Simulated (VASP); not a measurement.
# W (P-3m1) in VASP: single point with PBEsol

Aim: the single point of W with PBEsol.

All numbers are computed with VASP 6.6.1; they aren't measurements. Logs are shortened: lines on timing, memory, paths and dates and some standing lists are left out, and cuts for length are marked.

**1. The cell of the first run**

The structure is trigonal, space group P-3m1 (No. 164). Conventional cell: a = 2.871 Å, b = 2.871 Å, c = 17.064 Å, α = 90.00°, β = 90.00°, γ = 120.00°. W (site symmetry 3m) has 9 W at 2.87 Å within 3.8 Å. Within 3.8 Å of W (site symmetry 3m) lie 12 W at 2.87 Å. Within 3.8 Å of W (site symmetry 3m) lie 12 W at 2.87 Å.

**2. Single point, PBEsol (the distance across one plane changed)**

File INCAR:

```
PREC = Accurate
ENCUT = 520
EDIFF = 1E-6
ISMEAR = 0
SIGMA = 0.15
LREAL = False
LASPH = True
NELM = 80
ALGO = Fast
ISIF = 2
LWAVE = False
LCHARG = False
GGA = PS
NBANDS = 51
```

File KPOINTS:

```
Automatic mesh
0
Gamma
  19 19 4
```

File POSCAR:

```
W
1.0
    2.0300000000     -2.0300000000      0.0000000000
    2.0300000000      0.0000000000     -2.0300000000
    9.8520508076      9.8520508076      9.8520508076
W
6
Direct
    0.6666666667      0.6666666667      0.0686690869
    0.0000000000      0.0000000000      0.7554973219
    0.3333333333      0.3333333333      0.2060347339
    0.6666666667      0.6666666667      0.4807660279
    0.0000000000      0.0000000000      0.3434003809
    0.3333333333      0.3333333333      0.6181316749
```

Potentials or basis: VASP PAW PBE potentials, release 64 (W_sv).

Started as:

```bash
$ cat potpaw_PBE.64/W_sv/POTCAR > POTCAR
$ mpirun -np 1 vasp_std > vasp.out
```

OUTCAR:

```text
PREC = Accurate
   ENCUT = 520
   EDIFF = 1E-6
   ISMEAR = 0
   LREAL = False
   LASPH = True
   NELM = 80
   ISIF = 2
   GGA = PS

 ion  position               nearest neighbor table
   1  0.667  0.667  0.069-   3 2.87   3 2.87   3 2.87
   2  0.000  0.000  0.755-   6 2.87   6 2.87   6 2.87
   3  0.333  0.333  0.206-   1 2.87   1 2.87   5 2.87   5 2.87   5 2.87   1 2.87
   4  0.667  0.667  0.481-   6 2.87   6 2.87   5 2.87   5 2.87   5 2.87   6 2.87
   5  0.000  0.000  0.343-   3 2.87   4 2.87   4 2.87   4 2.87   3 2.87   3 2.87
   6  0.333  0.333  0.618-   4 2.87   4 2.87   2 2.87   2 2.87   2 2.87   4 2.87

  LATTYP: Found a hexagonal cell.
 ALAT       =     2.8708535316
 C/A-ratio  =     5.9439648765

  Lattice vectors:

 A1 = (  -2.0300000000,   0.0000000000,   2.0300000000)
 A2 = (   2.0300000000,  -2.0300000000,   0.0000000000)
 A3 = (   9.8520508076,   9.8520508076,   9.8520508076)

Analysis of symmetry for initial positions (statically):
=====================================================================
 Subroutine PRICEL returns:
 Original cell was already a primitive cell.

 Routine SETGRP: Setting up the symmetry group for a
 hexagonal supercell.

 Subroutine GETGRP returns: Found 12 space group operations
 (whereof  6 operations were pure point group operations)
 out of a pool of 24 trial point group operations.

The static configuration has the point symmetry C_3v.
 The point group associated with its full space group is D_3d.

Analysis of symmetry for dynamics (positions and initial velocities):
=====================================================================
 Subroutine PRICEL returns:
 Original cell was already a primitive cell.

 Routine SETGRP: Setting up the symmetry group for a
 hexagonal supercell.

 Subroutine GETGRP returns: Found 12 space group operations
 (whereof  6 operations were pure point group operations)
 out of a pool of 24 trial point group operations.

The dynamic configuration has the point symmetry C_3v.
 The point group associated with its full space group is D_3d.

 Subroutine INISYM returns: Found 12 space group operations
 (whereof  6 operations are pure point group operations),
 and found     1 'primitive' translations

----------------------------------------------------------------------------------------

                                     Primitive cell

  volume of cell :     121.7979

  direct lattice vectors                    reciprocal lattice vectors
     2.030000000 -2.030000000  0.000000000     0.164203612 -0.328407225  0.164203612
     2.030000000  0.000000000 -2.030000000     0.164203612  0.164203612 -0.328407225
     9.852050808  9.852050808  9.852050808     0.033833903  0.033833903  0.033833903

  length of vectors
     2.870853532  2.870853532 17.064252558     0.402215064  0.402215064  0.058602039

  position of ions in fractional coordinates (direct lattice)
     0.666666667  0.666666667  0.068669087
     0.000000000  0.000000000  0.755497322
     0.333333333  0.333333333  0.206034734
     0.666666667  0.666666667  0.480766028
     0.000000000  0.000000000  0.343400381
     0.333333333  0.333333333  0.618131675

  ion indices of the primitive-cell ions
   primitive index   ion index
                 1           1
                 2           2
                 3           3
                 4           4
                 5           5
                 6           6

----------------------------------------------------------------------------------------

 KPOINTS: Automatic mesh

Automatic generation of k-mesh.
 Grid dimensions read from file:
 generate k-points for:   19   19    4

 Generating k-lattice:

  Cartesian coordinates                     Fractional coordinates (reciprocal lattice)
     0.008642295 -0.017284591  0.008642295     0.052631579  0.000000000  0.000000000
     0.008642295  0.008642295 -0.017284591     0.000000000  0.052631579  0.000000000
     0.008458476  0.008458476  0.008458476     0.000000000  0.000000000  0.250000000

  Length of vectors
     0.021169214  0.021169214  0.014650510

  Shift w.r.t. Gamma in fractional coordinates (k-lattice)
     0.000000000  0.000000000  0.000000000

 Subroutine IBZKPT returns following result:
 ===========================================

 Found    150 irreducible k-points:

 Following reciprocal coordinates:
            Coordinates               Weight
  0.000000  0.000000  0.000000      1.000000
  0.052632  0.000000  0.000000      6.000000
  0.105263  0.000000  0.000000      6.000000
  0.157895  0.000000  0.000000      6.000000
  0.210526  0.000000  0.000000      6.000000
  0.263158  0.000000  0.000000      6.000000
[... 16 lines left out ...]
  0.368421  0.105263 -0.000000     12.000000
  0.421053  0.105263 -0.000000     12.000000
 [... further k-points ...]
   k-points           NKPTS =    150   k-points in BZ     NKDIM =    150   number of bands    NBANDS=     51
   number of dos      NEDOS =    301   number of ions     NIONS =      6
   total plane-waves  NPLWV =  73728
   dimension x,y,z NGX =    24 NGY =   24 NGZ =  128
   dimension x,y,z NGXF=    48 NGYF=   48 NGZF=  256
   ions per type =               6
   NGX,Y,Z   is equivalent  to a cutoff of  13.90, 13.90, 12.47 a.u.
   NGXF,Y,Z  is equivalent  to a cutoff of  27.80, 27.80, 24.94 a.u.
 SYSTEM =  unknown system
   PREC   = accura    normal or accurate (medium, high low for compatibility)
   ISTART =      0    job   : 0-new  1-cont  2-samecut
   ICHARG =      2    charge: 1-file 2-atom 10-const
   ISPIN  =      1    spin polarized calculation?
   LNONCOLLINEAR =      F non collinear calculations
   LSORBIT =      F    spin-orbit coupling
   LASPH  =      T    aspherical Exc in radial PAW
   ENCUT  =  520.0 eV  38.22 Ry    6.18 a.u.   5.34  5.34 31.73*2*pi/ulx,y,z
   NELM   =     80;   NELMIN=  2; NELMDL= -5     # of ELM steps
   EDIFF  = 0.1E-05   stopping-criterion for ELM
   LREAL  =      F    real-space projection
   EDIFFG = 0.1E-04   stopping-criterion for IOM
   NSW    =      0    number of steps for IOM
   IBRION =     -1    ionic relax: 0-MD 1-quasi-New 2-CG
   NFREE  =      0    steps in history (QN), initial steepest desc. (CG)
   ISIF   =      2    stress and relaxation
   ISYM   =      2    0-nonsym 1-usesym 2-fastsym
   POTIM  = 0.5000    time-step for ionic-motion
   TEBEG  =    0.0;   TEEND  =   0.0 temperature during run
   PSTRESS=    0.0 pullay stress
   NELECT =      84.0000    total number of electrons
   NUPDOWN=      -1.0000    fix difference up-down
   EMIN   =  10.00;   EMAX   =-10.00  energy-range for DOS
   EFERMI =   0.00;   METHOD = LEGACY
   ISMEAR =     0;   SIGMA  =   0.15  broadening in eV -4-tet -1-fermi 0-gaus
   EFERMI_NEDOS =   21; number of points for ismear=-14 and -15
   IALGO  =     68    algorithm
   IMIX   =      4    mixing-type and parameters
     AMIX     =   0.40;   BMIX     =  1.00
     AMIX_MAG =   1.60;   BMIX_MAG =  1.00
  volume/ion in A,a.u.               =      20.30       136.99
  Fermi-wavevector in a.u.,A,eV,Ry     =   1.446398  2.733297 28.464318  2.092068
  Thomas-Fermi vector in A             =   2.564471
   LORBIT       =      0    0 simple, 1 ext, 2 COOP (PROOUT), +10 PAW based schemes
   GGA     = PS    functional components
   LHFCALC =     F    Hartree Fock is set to
   AEXX    =    0.0000 exact exchange contribution
   IVDW    =     0    specifies the selected vdW correction
   LEPSILON=     F    determine dielectric tensor
   LRPA    =     F    only Hartree local field effects (RPA)
 non-spin polarized calculation
 RMM-DIIS sequential band-by-band and
 Gauss-broadening in eV      SIGMA  =   0.15
  energy-cutoff  :      520.00
  volume of cell :      121.80
 maximum number of plane-waves:      3328
 NGX is ok and might be reduce to    24
   NGX = 11   NGY = 11   NGZ = 63

 number of electron      83.9999992 magnetization

 Free energy of the ion-electron system (eV)
  ---------------------------------------------------
  ext. energy  EPLUGINS =         0.00000000
  ---------------------------------------------------
  free energy    TOTEN  =       -77.07031193 eV

  energy without entropy =      -76.97157416  energy(sigma->0) =      -77.02094305

 E-fermi :   7.5128     XC(G=0): -11.9289

 val. band max:        7.5127354710   @ k =   0.4737   0.4737   0.2500
 cond. band min:       7.5144762290   @ k =   0.0526   0.0000   0.0000
 fundamental gap:      0.0017407580
 Fermi energy:         7.5128421372

 k-point     1 :       0.0000    0.0000    0.0000
  band No.  band energies     occupation
      1     -66.2586      2.00000
      2     -66.2585      2.00000
      3     -66.1783      2.00000
      4     -66.1753      2.00000
      5     -66.1000      2.00000
      6     -66.0543      2.00000
[... 43 lines left out ...]
     50       9.8012      0.00000
     51       9.9142      0.00000

 k-point     2 :       0.0526    0.0000    0.0000
  band No.  band energies     occupation
      1     -66.2567      2.00000
      2     -66.2566      2.00000
      3     -66.1765      2.00000
      4     -66.1736      2.00000
      5     -66.0982      2.00000
      6     -66.0529      2.00000
[... 43 lines left out ...]
     50       9.5514      0.00000
     51       9.9031      0.00000

 k-point     3 :       0.1053    0.0000    0.0000
  band No.  band energies     occupation
      1     -66.2512      2.00000
      2     -66.2511      2.00000
      3     -66.1714      2.00000
      4     -66.1688      2.00000
      5     -66.0928      2.00000
      6     -66.0491      2.00000
[... 43 lines left out ...]
     50       9.1777      0.00000
     51       9.2380      0.00000
[... 1027 lines left out ...]
 k-point    23 :       0.3684    0.1053   -0.0000
  band No.  band energies     occupation
      1     -66.2064      2.00000
      2     -66.2063      2.00000
      3     -66.1297      2.00000
      4     -66.1290      2.00000
      5     -66.0472      2.00000
      6     -66.0194      2.00000
[... 43 lines left out ...]
     50      10.1284      0.00000
     51      10.5340      0.00000

 k-point    24 :       0.4211    0.1053   -0.0000
  band No.  band energies     occupation
      1     -66.1971      2.00000
      2     -66.1971      2.00000
      3     -66.1212      2.00000
      4     -66.1209      2.00000
      5     -66.0369      2.00000
      6     -66.0142      2.00000
[... 43 lines left out ...]
     50      10.5087      0.00000
     51      10.9384      0.00000

 [... further k-points ...]

------------------------ aborting loop because EDIFF is reached ----------------------------------------

  FORCE on cell =-STRESS in cart. coord.  units (eV):
  Direction    XX          YY          ZZ          XY          YZ          ZX
  --------------------------------------------------------------------------------------
  -------------------------------------------------------------------------------------
  Total      -11.5990122    -11.5990122    -11.5990122      2.6124608      2.6124608      2.6124608
  in kB     -152.5778938   -152.5778938   -152.5778938     34.3653196     34.3653196     34.3653196
  external PRESSURE =    -152.5778938 kB  Pullay stress =       0.0000000 kB

 VOLUME and BASIS-vectors are now :
 -----------------------------------------------------------------------------
  energy-cutoff  :      520.00
  volume of cell :      121.80
      direct lattice vectors                 reciprocal lattice vectors
     2.030000000 -2.030000000  0.000000000     0.164203612 -0.328407225  0.164203612
     2.030000000  0.000000000 -2.030000000     0.164203612  0.164203612 -0.328407225
     9.852050808  9.852050808  9.852050808     0.033833903  0.033833903  0.033833903

 POSITION                                       TOTAL-FORCE (eV/Angst)
 -----------------------------------------------------------------------------------
      3.38320     -0.67680     -0.67680         0.145093      0.145093      0.145093
      7.44320      7.44320      7.44320        -0.145093     -0.145093     -0.145093
      3.38320      1.35320      1.35320         0.046236      0.046236      0.046236
      7.44320      3.38320      3.38320        -0.131655     -0.131655     -0.131655
      3.38320      3.38320      3.38320         0.131655      0.131655      0.131655
      7.44320      5.41320      5.41320        -0.046236     -0.046236     -0.046236
 -----------------------------------------------------------------------------------
    total drift:                               -0.000002     -0.000002     -0.000002

  FREE ENERGIE OF THE ION-ELECTRON SYSTEM (eV)
  ---------------------------------------------------
  free  energy   TOTEN  =       -77.0703119315 eV

  energy  without entropy=      -76.9715741604  energy(sigma->0) =      -77.02094305
```

Wall time 11 min (1 thread of Intel Xeon 6975P-C (Granite Rapids), shared host); peak memory 0.7 GiB.

What came out:

| Quantity | Value |
| --- | --- |
| Free energy | -77.0703 eV |
| Pressure | -15.3 GPa |
| Largest force | 0.251 eV/Å |
| Band gap on the k mesh | zero (bands 42 and 43 overlap by 1.51 eV) |

Forces in eV/Å, atoms in the order of the input:
```
W    0.145  0.145  0.145
W   -0.145 -0.145 -0.145
W    0.046  0.046  0.046
W   -0.132 -0.132 -0.132
W    0.132  0.132  0.132
W   -0.046 -0.046 -0.046
```

Levels at points of the mesh, in eV from the Fermi level:
| k point | band 39 | band 40 | band 41 | band 42 | band 43 | band 44 | band 45 | band 46 |
| --- | --- | --- | --- | --- | --- | --- | --- | --- |
| (0.00, 0.00, 0.00) | -0.49 | -0.40 | -0.40 | -0.22 | -0.22 | -0.08 | -0.08 | 0.03 |
| (0.00, 0.00, 0.50) | -0.44 | -0.40 | -0.40 | -0.27 | -0.22 | -0.22 | -0.08 | -0.08 |

Caveat: the cell differs from its parent crystal (the distance across one plane changed); the cell stands under tension; the PAW data sets were made with another functional, which shifts forces and pressure a little; spin-orbit coupling is left out, which moves the levels of the heavy elements.
